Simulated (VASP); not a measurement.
# Pt in VASP: a series of runs

The runs below take Pt through single point, relaxation of cell and atoms, with PBEsol, HSE06, RPBE+D4, revPBE+D3(BJ).

All numbers are computed with VASP 6.6.1; they aren't measurements. Logs are shortened: lines on timing, memory, paths and dates and some standing lists are left out, and cuts for length are marked.

### 1 The cell of the first run

The typed cell holds 1 atom: a = 2.782 Å, b = 2.807 Å, c = 2.812 Å, α = 58.41°, β = 59.36°, γ = 58.48°.

### 2 Single point, PBEsol, collinear spin (the cell strained at random)

File INCAR:

```
PREC = Accurate
ENCUT = 520
EDIFF = 1E-7
ISMEAR = 1
SIGMA = 0.05
LREAL = False
LASPH = True
NELM = 150
ALGO = Normal
ISIF = 2
LWAVE = False
LCHARG = True
ISPIN = 2
MAGMOM = 0.5
LORBIT = 11
LMAXMIX = 4
GGA = PS
LELF = True
LVHAR = True
NBANDS = 15
```

File KPOINTS:

```
regular mesh
0
Gamma
  12 12 12
```

File POSCAR:

```
Pt
1.0
    2.7820256321      0.0000000000      0.0000000000
    1.4674986472      2.3925212682      0.0000000000
    1.4329703786      0.8492727539      2.2655799664
Pt
1
Direct
    0.0074370000     -0.0184560000     -0.0015240000
```

Potentials or basis: VASP PAW PBE potentials, release 64 (Pt).

The run is started by

```console
> cat potpaw_PBE.64/Pt/POTCAR > POTCAR
> mpirun -np 1 vasp_std > vasp.out
```

OUTCAR:

```text
PREC = Accurate
   ENCUT = 520
   EDIFF = 1E-7
   ISMEAR = 1
   LREAL = False
   LASPH = True
   NELM = 150
   ISIF = 2
   ISPIN = 2
   LORBIT = 11
   GGA = PS

 ion  position               nearest neighbor table
   1  0.007  0.982  0.998-

  LATTYP: Found a triclinic cell.
 ALAT       =     4.7683069749
 B/A-ratio  =     0.5725010308
 C/A-ratio  =     0.8242597901
 COS(alpha) =     0.0009489226
 COS(beta)  =     0.4072400520
 COS(gamma) =     0.8648362192

  Lattice vectors:

 A1 = (  -2.6635822384,   3.2417940221,   2.2655799664)
 A2 = (  -1.3145269849,   2.3925212682,   0.0000000000)
 A3 = (  -2.8165539007,  -1.5432485143,   2.2655799664)

Analysis of symmetry for initial positions (statically):
=====================================================================
 Subroutine PRICEL returns:
 Original cell was already a primitive cell.

 Routine SETGRP: Setting up the symmetry group for a
 triclinic supercell.

 Subroutine GETGRP returns: Found  2 space group operations
 (whereof  1 operations were pure point group operations)
 out of a pool of  2 trial point group operations.

The static configuration has the point symmetry C_1 .
 The point group associated with its full space group is S_2 .

Analysis of symmetry for dynamics (positions and initial velocities):
=====================================================================
 Subroutine PRICEL returns:
 Original cell was already a primitive cell.

 Routine SETGRP: Setting up the symmetry group for a
 triclinic supercell.

 Subroutine GETGRP returns: Found  2 space group operations
 (whereof  1 operations were pure point group operations)
 out of a pool of  2 trial point group operations.

The dynamic configuration has the point symmetry C_1 .
 The point group associated with its full space group is S_2 .

Analysis of structural, dynamic, and magnetic symmetry:
=====================================================================
 Subroutine PRICEL returns:
 Original cell was already a primitive cell.

 Routine SETGRP: Setting up the symmetry group for a
 triclinic supercell.

 Subroutine GETGRP returns: Found  2 space group operations
 (whereof  1 operations were pure point group operations)
 out of a pool of  2 trial point group operations.

The overall configuration has the point symmetry C_1 .
 The point group associated with its full space group is S_2 .

 Subroutine INISYM returns: Found  2 space group operations
 (whereof  1 operations are pure point group operations),
 and found     1 'primitive' translations

[... 129 lines left out ...]
   NGX = 11   NGY = 11   NGZ = 11

 number of electron      10.0000000 magnetization       0.0412024

 Free energy of the ion-electron system (eV)
  ---------------------------------------------------
  ext. energy  EPLUGINS =         0.00000000
  ---------------------------------------------------
  free energy    TOTEN  =        -6.95933812 eV

  energy without entropy =       -6.95906509  energy(sigma->0) =       -6.95924711

 E-fermi :  11.1129     XC(G=0): -13.6259

 val. band max:       11.1124718129   @ k =   0.3333  -0.0833   0.4167
 cond. band min:      11.1134227458   @ k =  -0.2500   0.1667   0.4167
 fundamental gap:      0.0009509329
 Fermi energy:        11.1128949158

 spin component 1

 k-point     1 :       0.0000    0.0000    0.0000
  band No.  band energies     occupation
      1       0.7967      1.00000
      2       7.0329      1.00000
      3       7.2742      1.00000
      4       7.5146      1.00000
      5       9.3746      1.00000
      6       9.5954      1.00000
      7      25.7012      0.00000
      8      30.0378      0.00000
      9      30.7699      0.00000
     10      31.2787      0.00000
     11      35.9869      0.00000
     12      42.6088      0.00000
     13      43.1593      0.00000
     14      43.3144      0.00000
[... 403 lines left out ...]
      4       8.2944      1.00000
      5      10.0648      1.00000
      6      10.5463      1.00000
      7      24.2065      0.00000
      8      28.0876      0.00000
      9      28.6079      0.00000
     10      30.9279      0.00000
     11      35.7442      0.00000
     12      36.9118      0.00000
     13      38.9396      0.00000
     14      42.6701      0.00000
     15      44.1289      0.00000

 [... further k-points ...]

 spin component 2

 k-point     1 :       0.0000    0.0000    0.0000
  band No.  band energies     occupation
      1       0.8031      1.00000
      2       7.0625      1.00000
      3       7.3027      1.00000
      4       7.5429      1.00000
      5       9.3988      1.00000
      6       9.6199      1.00000
      7      25.7068      0.00000
      8      30.0411      0.00000
      9      30.7735      0.00000
     10      31.2824      0.00000
     11      35.9865      0.00000
     12      42.6194      0.00000
     13      43.1991      0.00000
     14      43.3243      0.00000
[... 403 lines left out ...]
      4       8.3219      1.00000
      5      10.0901      1.00000
      6      10.5745      1.00000
      7      24.2166      0.00000
      8      28.0951      0.00000
      9      28.6174      0.00000
     10      30.9381      0.00000
     11      35.7534      0.00000
     12      36.9199      0.00000
     13      38.9477      0.00000
     14      42.6836      0.00000
     15      44.1774      0.00000

 [... further k-points ...]

------------------------ aborting loop because EDIFF is reached ----------------------------------------

  FORCE on cell =-STRESS in cart. coord.  units (eV):
  Direction    XX          YY          ZZ          XY          YZ          ZX
  --------------------------------------------------------------------------------------
  -------------------------------------------------------------------------------------
  Total       -0.2268902      0.0645361     -0.0754132     -0.1933661     -0.0864673     -0.0745916
  in kB      -24.1062661      6.8567239     -8.0123844    -20.5444512     -9.1868444     -7.9250874
  external PRESSURE =      -8.4206422 kB  Pullay stress =       0.0000000 kB

 VOLUME and BASIS-vectors are now :
 -----------------------------------------------------------------------------
  energy-cutoff  :      520.00
  volume of cell :       15.08
      direct lattice vectors                 reciprocal lattice vectors
     2.782025632  0.000000000  0.000000000     0.359450319 -0.220475723 -0.144703625
     1.467498647  2.392521268  0.000000000     0.000000000  0.417969116 -0.156679432
     1.432970379  0.849272754  2.265579966     0.000000000  0.000000000  0.441388084

 POSITION                                       TOTAL-FORCE (eV/Angst)
 -----------------------------------------------------------------------------------
      2.89189      3.19634      2.26213         0.000000      0.000000      0.000000
 -----------------------------------------------------------------------------------
    total drift:                                0.000001      0.000000      0.000001

  FREE ENERGIE OF THE ION-ELECTRON SYSTEM (eV)
  ---------------------------------------------------
  free  energy   TOTEN  =        -6.9593381210 eV

  energy  without entropy=       -6.9590650935  energy(sigma->0) =       -6.95924711

 total charge

# of ion       s       p       d       tot
------------------------------------------
    1        0.632   0.613   8.043   9.288

 magnetization (x)

# of ion       s       p       d       tot
------------------------------------------
    1       -0.000  -0.001   0.042   0.041
```

It took 5.5 min on 1 thread of AMD EPYC 9R45 (Zen 5), shared host; peak memory 0.35 GiB.

Results:

```
Free energy                                           : -6.9593 eV
Pressure                                              : -0.8 GPa
Net moment                                            : 0.04 μB per cell
Site moments                                          : Pt +0.04 μB
Valence electrons inside the program's atomic spheres : Pt 9.29
```

Caveat: the cell differs from its parent crystal (the cell strained at random); the PAW data sets were made with another functional, which shifts forces and pressure a little; spin-orbit coupling is left out, which moves the levels of the heavy elements.

### 3 Single point, HSE06

File POSCAR:

```
Pt
1.0
    0.0000000000      1.9609000000      1.9609000000
    1.9609000000      0.0000000000      1.9609000000
    1.9609000000      1.9609000000      0.0000000000
Pt
1
Direct
    0.0000000000      0.0000000000      0.0000000000
```

File INCAR.step1:

```
SYSTEM = Pt
PREC = Accurate ; ENCUT = 520
EDIFF = 1E-5 ; ISMEAR = -1
SIGMA = 0.05 ; LREAL = .FALSE.
LASPH = .TRUE. ; NELM = 100
ALGO = Normal ; ISIF = 2
LWAVE = .TRUE. ; LCHARG = .FALSE.
GGA = PE ; NBANDS = 11
```

File INCAR.step2:

```
SYSTEM = Pt
PREC = Accurate ; ENCUT = 520
EDIFF = 1E-6 ; ISMEAR = -1
SIGMA = 0.05 ; LREAL = .FALSE.
LASPH = .TRUE. ; NELM = 100
ALGO = Normal ; ISIF = 2
LWAVE = .FALSE. ; LCHARG = .FALSE.
GGA = PE ; LHFCALC = .TRUE.
HFSCREEN = 0.2079 ; PRECFOCK = Normal
ISTART = 1 ; NBANDS = 11
```

File KPOINTS:

```
regular mesh
0
G
  8 8 8
  0 0 0
```

Potentials or basis: VASP PAW PBE potentials, release 64 (Pt).

The run is started by

```console
> cat potpaw_PBE.64/Pt/POTCAR > POTCAR
> cp INCAR.step1 INCAR
> mpirun -np 1 vasp_std > vasp.out
> cp INCAR.step2 INCAR
> mpirun -np 1 vasp_std > vasp.out
```

It took 24 min on 1 thread of Intel Xeon Platinum 8259CL at 2.50GHz (Skylake/Cascade Lake), shared host; peak memory 0.25 GiB.

Results (log left out):

| Item | Value |
| --- | --- |
| Free energy | -6.8756 eV |
| Pressure | 0.4 GPa |
| Band gap on the k mesh | zero (bands 5 and 6 overlap by 2.98 eV) |

Levels at points of the mesh, in eV from the Fermi level:
| k point | band 1 | band 2 | band 3 | band 4 | band 5 | band 6 | band 7 | band 8 | band 9 | band 10 |
| --- | --- | --- | --- | --- | --- | --- | --- | --- | --- | --- |
| (0.00, 0.00, 0.00) | -10.86 | -4.28 | -4.28 | -4.28 | -2.16 | -2.16 | 16.16 | 21.34 | 21.34 | 21.34 |
| (0.50, 0.00, 0.00) | -7.97 | -4.45 | -4.45 | -0.14 | 0.05 | 0.05 | 7.14 | 15.68 | 20.77 | 20.77 |
| (0.50, 0.50, 0.00) | -7.89 | -7.33 | -0.31 | 0.74 | 0.74 | 2.36 | 10.40 | 12.81 | 12.81 | 21.90 |

Caveat: the PAW data sets were made with another functional, which shifts forces and pressure a little; spin-orbit coupling is left out, which moves the levels of the heavy elements.

### 4 Relaxation of cell and atoms, RPBE+D4

File INCAR:

```
PREC = Accurate
ENCUT = 600
EDIFF = 1E-6
ISMEAR = -1
SIGMA = 0.05
LREAL = F
LASPH = T
NELM = 60
ALGO = Fast
ISIF = 3
LWAVE = F
LCHARG = F
GGA = RP
IVDW = 13
IBRION = 2
NSW = 60
EDIFFG = -0.01
```

File KPOINTS:

```
Automatic mesh
0
Gamma
  12 12 12
```

POSCAR is that of step 3.

The run is started by

```console
> cat potpaw_PBE.64/Pt/POTCAR > POTCAR
> mpirun -np 1 vasp_std > vasp.out
```

It took 27 s on 1 thread of Intel Xeon 8259CL, shared host; peak memory 0.15 GiB.

It converged, with:

```
Free energy                           : -6.8992 eV
Relaxed volume                        : 15.05 Å³/atom
Relaxed cell                          : a = 2.771 Å, b = 2.771 Å, c = 2.771 Å, α = 60.00°, β = 60.00°, γ = 60.00°
Space group after relaxing (to 0.1 Å) : Fm-3m (No. 225)
Energy gained by relaxing             : 0.0 meV/atom
Ionic steps                           : 3
Pressure after relaxing               : 0.0 GPa
Band gap on the k mesh                : zero (bands 5 and 6 overlap by 2.24 eV)
Dispersion energy per atom            : -1.465 eV
```

Final structure:
```
Pt
1.0
     0.00000    1.95970    1.95970
     1.95970    0.00000    1.95970
     1.95970    1.95970    0.00000
Pt
1
Direct
  0.00000 0.00000 0.00000
```

Levels at points of the mesh, in eV from the Fermi level:
| k point | band 1 | band 2 | band 3 | band 4 | band 5 | band 6 | band 7 | band 8 | band 9 |
| --- | --- | --- | --- | --- | --- | --- | --- | --- | --- |
| (0.00, 0.00, 0.00) | -10.23 | -3.81 | -3.81 | -3.81 | -1.65 | -1.65 | 14.59 | 19.59 | 19.59 |
| (0.50, 0.00, 0.00) | -7.35 | -3.88 | -3.88 | -0.48 | 0.02 | 0.02 | 5.87 | 14.16 | 18.99 |
| (0.50, 0.50, 0.00) | -7.11 | -6.65 | -0.02 | 0.48 | 0.48 | 1.78 | 8.92 | 11.40 | 11.40 |

Caveat: the PAW data sets were made with another functional, which shifts forces and pressure a little; spin-orbit coupling is left out, which moves the levels of the heavy elements.

### 5 Relaxation of cell and atoms, revPBE+D3(BJ)

File INCAR:

```
PREC     = Accurate       # precision mode
ENCUT    = 600            # plane-wave cutoff, eV
EDIFF    = 1E-6           # SCF threshold, eV
ISMEAR   = -1             # smearing method
SIGMA    = 0.05           # smearing width, eV
LREAL    = False          # projectors in reciprocal space
LASPH    = True           # aspherical terms in the spheres
NELM     = 80             # most SCF steps
ALGO     = Normal         # electronic algorithm
ISIF     = 3              # what is computed and relaxed
LWAVE    = False          # write WAVECAR
LCHARG   = False          # write CHGCAR
GGA      = RE             # functional
IVDW     = 12             # dispersion correction
IBRION   = 2              # ionic algorithm
NSW      = 60             # ionic steps
EDIFFG   = -0.01          # ionic threshold
```

File KPOINTS:

```
regular mesh
0
Gamma
  12 12 12
```

POSCAR is that of step 4.

Potentials or basis: VASP PAW PBE potentials, release 64 (Pt).

The run is started by

```console
> cat potpaw_PBE.64/Pt/POTCAR > POTCAR
> mpirun -np 1 vasp_std > vasp.out
```

OUTCAR:

```text
PREC = Accurate
   ENCUT = 600
   EDIFF = 1E-6
   ISMEAR = -1
   LREAL = False
   LASPH = True
   NELM = 80
   ISIF = 3
   GGA = RE
   IVDW = 12
   IBRION = 2
   NSW = 60
   EDIFFG = -0.01
 IVDW          = 12

 ion  position               nearest neighbor table
   1  0.000  0.000  0.000-

  LATTYP: Found a face centered cubic cell.
 ALAT       =     3.9218000000

  Lattice vectors:

 A1 = (   0.0000000000,   1.9609000000,   1.9609000000)
 A2 = (   1.9609000000,   0.0000000000,   1.9609000000)
 A3 = (   1.9609000000,   1.9609000000,   0.0000000000)

Analysis of symmetry for initial positions (statically):
=====================================================================
 Subroutine PRICEL returns:
 Original cell was already a primitive cell.

 Routine SETGRP: Setting up the symmetry group for a
 face centered cubic supercell.

 Subroutine GETGRP returns: Found 48 space group operations
 (whereof 48 operations were pure point group operations)
 out of a pool of 48 trial point group operations.

The static configuration has the point symmetry O_h .

Analysis of symmetry for dynamics (positions and initial velocities):
=====================================================================
 Subroutine PRICEL returns:
 Original cell was already a primitive cell.

[... 145 lines left out ...]

 number of electron      10.0000000 magnetization

 Free energy of the ion-electron system (eV)
  ---------------------------------------------------
  ext. energy  EPLUGINS =         0.00000000
  ---------------------------------------------------
  free energy    TOTEN  =        -5.56148862 eV

  energy without entropy =       -5.54606402  energy(sigma->0) =       -5.55377632

------------------------ aborting loop because EDIFF is reached ----------------------------------------

 Edisp (eV)   -1.47016

 E8    (eV) :    -1.0522
[... 69 lines left out ...]
--------------------------------------- Ionic step        3  -------------------------------------------

 number of electron       9.9999999 magnetization

 Free energy of the ion-electron system (eV)
  ---------------------------------------------------
  ext. energy  EPLUGINS =         0.00000000
  ---------------------------------------------------
  free energy    TOTEN  =        -5.54409497 eV

  energy without entropy =       -5.52882280  energy(sigma->0) =       -5.53645889

 E-fermi :  11.5932     XC(G=0): -13.5263

 val. band max:       11.5929900934   @ k =  -0.4167   0.4167   0.1667
 cond. band min:      11.6000046912   @ k =   0.5000   0.4167   0.0833
 fundamental gap:      0.0070145978
 Fermi energy:        11.5932388257

 k-point     1 :       0.0000    0.0000    0.0000
  band No.  band energies     occupation
      1       1.2315      2.00000
      2       7.7151      2.00000
      3       7.7151      2.00000
      4       7.7151      2.00000
      5       9.9098      2.00000
      6       9.9098      2.00000
      7      26.1521      0.00000
      8      31.2067      0.00000
      9      31.2067      0.00000
[... 265 lines left out ...]
 k-point    24 :      -0.4167    0.1667    0.0000
  band No.  band energies     occupation
      1       4.9543      2.00000
      2       7.0542      2.00000
      3       8.3400      2.00000
      4       8.6375      2.00000
      5      11.2753      1.99654
      6      14.6397      0.00000
      7      17.7101      0.00000
      8      26.4455      0.00000
      9      28.5536      0.00000

 [... further k-points ...]

------------------------ aborting loop because EDIFF is reached ----------------------------------------

 Edisp (eV)   -1.48972

 E8    (eV) :    -1.0663
[... 24 lines left out ...]
  FREE ENERGIE OF THE ION-ELECTRON SYSTEM (eV)
  ---------------------------------------------------
  free  energy   TOTEN  =        -7.0338166785 eV

  energy  without entropy=       -7.0185445079  energy(sigma->0) =       -7.02618059

 reached required accuracy - stopping structural energy minimisation
```

OSZICAR:

```text
N       E                     dE             d eps       ncg     rms          rms(c)
DAV:   1     0.429056674708E+02    0.42906E+02   -0.59962E+03  1328   0.116E+03
DAV:   2    -0.545977480786E+01   -0.48365E+02   -0.46955E+02  1350   0.201E+02
[... 20 lines left out ...]
DAV:   1    -0.565203044196E+01   -0.18404E+00   -0.25808E+00  1313   0.174E+01    0.225E+00
DAV:   2    -0.555013922825E+01    0.10189E+00   -0.29999E-01  1296   0.485E+00    0.110E+00
DAV:   3    -0.554374508602E+01    0.63941E-02   -0.30718E-02  1349   0.146E+00    0.583E-01
DAV:   4    -0.554405898093E+01   -0.31389E-03   -0.94845E-04  1467   0.231E-01    0.842E-02
DAV:   5    -0.554409065669E+01   -0.31676E-04   -0.23984E-05  1691   0.391E-02    0.136E-02
DAV:   6    -0.554409496383E+01   -0.43071E-05   -0.18568E-06  1384   0.111E-02    0.716E-04
DAV:   7    -0.554409497420E+01   -0.10369E-07   -0.14849E-08   657   0.120E-03
   3 F= -.70338167E+01 E0= -.70261806E+01  d E =-.216411E-02
```

Run time: 29 s. Hardware: 1 thread of Intel Xeon 8259CL, shared host; peak memory 0.16 GiB.

What came out:

- Free energy: -7.0338 eV
- Relaxed volume: 14.89 Å³/atom
- Relaxed cell: a = 2.762 Å, b = 2.762 Å, c = 2.762 Å, α = 60.00°, β = 60.00°, γ = 60.00°
- Space group after relaxing (to 0.1 Å): Fm-3m (No. 225)
- Energy gained by relaxing: 2.2 meV/atom
- Ionic steps: 3
- Pressure after relaxing: 0.0 GPa
- Band gap on the k mesh: zero (bands 5 and 6 overlap by 2.29 eV)
- Dispersion energy per atom: -1.490 eV

Step by step:
```tsv
step	energy change (eV)	largest force (eV/Å)	pressure (GPa)	volume (Å³)
1	0.0000	0.0000	-3.56	15.08
2	0.0161	0.0000	11.57	14.36
3	-0.0022	0.0000	-0.04	14.89
```

Final structure:
```xyz
1
Lattice="0.0000 1.9527 1.9527 1.9527 0.0000 1.9527 1.9527 1.9527 0.0000" Properties=species:S:1:pos:R:3 pbc="T T T"
Pt    0.0000    0.0000    0.0000
```

Caveat: the PAW data sets were made with another functional, which shifts forces and pressure a little; spin-orbit coupling is left out, which moves the levels of the heavy elements.

### 6 Summary

```csv
task,level,spin,cell,k mesh,cutoff (eV),smearing,grid for exact exchange (PRECFOCK),share of exact exchange,screening parameter,gap on the mesh (eV),pressure (GPa),relaxed volume (Å³/atom)
single point,PBEsol,collinear,"a = 2.782, b = 2.807, c = 2.812 Å, angles 58.4, 59.4, 58.5°, 1 atom",12 × 12 × 12,520,methfessel-paxton 0.05 eV,-,-,-,none,-0.8,-
single point,HSE06,off,"a = 2.773 Å, angles 60.0°, 1 atom",8 × 8 × 8,520,fermi-dirac 0.05 eV,Normal,0.25,0.2079 1/Å,none,0.4,-
relaxation of cell and atoms,RPBE+D4,off,"relaxed from a = 2.773 Å, angles 60.0°, 1 atom",12 × 12 × 12,600,fermi-dirac 0.05 eV,-,-,-,none,0.0,15.05
relaxation of cell and atoms,revPBE+D3(BJ),off,"relaxed from a = 2.773 Å, angles 60.0°, 1 atom",12 × 12 × 12,600,fermi-dirac 0.05 eV,-,-,-,none,0.0,14.89
```

Alike in all rows: potentials or basis VASP PAW PBE potentials, release 64 (Pt).

Caveats: the PAW data sets were made with another functional, which shifts forces and pressure a little; spin-orbit coupling is left out, which moves the levels of the heavy elements.

Total energies depend on the potentials used, so only differences within one code and one set of settings carry meaning.
